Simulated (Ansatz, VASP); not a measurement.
One calculation of CrO2, two programs

INCAR

```
SYSTEM = CrO2
PREC     = Accurate       ! precision mode
ENCUT    = 700            ! plane-wave cutoff, eV
EDIFF    = 1E-6           ! SCF threshold, eV
ISMEAR   = 0              ! smearing method
SIGMA    = 0.05           ! smearing width, eV
LREAL    = .False.        ! projectors in reciprocal space
LASPH    = .True.         ! aspherical terms in the spheres
NELM     = 200            ! most SCF steps
ALGO     = Normal         ! electronic algorithm
ISIF     = 2              ! what is computed and relaxed
LWAVE    = .False.        ! write WAVECAR
LCHARG   = .False.        ! write CHGCAR
ISPIN    = 2              ! spin polarisation
MAGMOM   = 2.58 -0.43 -0.43 ! initial moments
LORBIT   = 11             ! projections on sites
LMAXMIX  = 4              ! l up to which the mixer works
LDAU     = .True.         ! DFT+U
LDAUTYPE = 2            
LDAUL    = 2 -1           ! shell
LDAUU    = 7 0            ! U, eV
LDAUJ    = 0 0          
LDAUPRINT= 1            
NBANDS   = 24             ! bands
GGA_COMPAT= .False.
```

File KPOINTS:

```
Automatic mesh
0
Gamma
  7 7 7
  0 0 0
```

Contents of POSCAR:

```
CrO2
1.0
    0.0000000000      2.3368421000      2.3368421000
    2.3368421000      0.0000000000      2.3368421000
    2.3368421000      2.3368421000      0.0000000000
Cr O
1 2
Direct
    0.0000000000      0.0000000000      0.0000000000
    0.2500000000      0.2500000000      0.2500000000
    0.7500000000      0.7500000000      0.7500000000
```

File input.yaml:

```yaml
crystal:
  lattice:
    - [0.0, 2.3368421, 2.3368421]
    - [2.3368421, 0.0, 2.3368421]
    - [2.3368421, 2.3368421, 0.0]
  atoms:
    - { symbol: Cr, position: [0.0, 0.0, 0.0] }
    - { symbol: O, position: [0.25, 0.25, 0.25] }
    - { symbol: O, position: [0.75, 0.75, 0.75] }
hamiltonian:
  xc: lda
  pseudopotentials: { kind: paw }
  hubbard: { sites: [{ species: Cr, l: d, u_eff: 7.0 }] }
magnetization:
  spin_polarized: true
kpoints:
  mp_grid: { grid: [7, 7, 7] }
scf:
  occupations: { method: gaussian, width: 0.05 }
output:
  forces: true
  stress: true
  eigenvalues: true
```

Alike in both runs: task single point; functional LDA; k mesh 7 × 7 × 7; occupations gaussian, width 0.05 eV; collinear spin; Hubbard terms Cr d U = 7.0 eV.

```csv
,VASP,Ansatz
version,VASP 6.6.1,Ansatz 0.2.0
potentials or method,"VASP PAW LDA potentials, release 64 (Cr_sv, O)",Ansatz PAW
plane-wave cutoff (eV),700,420
valence electrons in the cell,26,26
```

VASP gave:

- gap on the k mesh at the Fermi level (eV): 0.76
- least direct gap on the mesh (eV): 0.76
- pressure (GPa): -3.4
- net moment per atom (μB): 0.67
- size of the moment on the site where the two differ most (μB): 0.19

Task: Estimate Ansatz's values.

Result: gap on the k mesh at the Fermi level (eV): 0.04; least direct gap on the mesh (eV): 0.08; pressure (GPa): 1.1; net moment per atom (μB): 0.67; size of the moment on the site where the two differ most (μB): 0.39.

LDA's correlation is that of Perdew and Zunger in VASP and of Perdew and Wang (1992) in Ansatz. Site moments also hang on the region over which each program counts them. The programs project onto different local orbitals, so the same U acts differently, and such runs can settle in different states.

Noted on Ansatz's run: the magnetic or orbital state may not be the lowest; Pulay correction over one GPa; odd divisions of the mesh miss points on the zone boundary, where band edges often lie, so the gap on the mesh can be too wide.
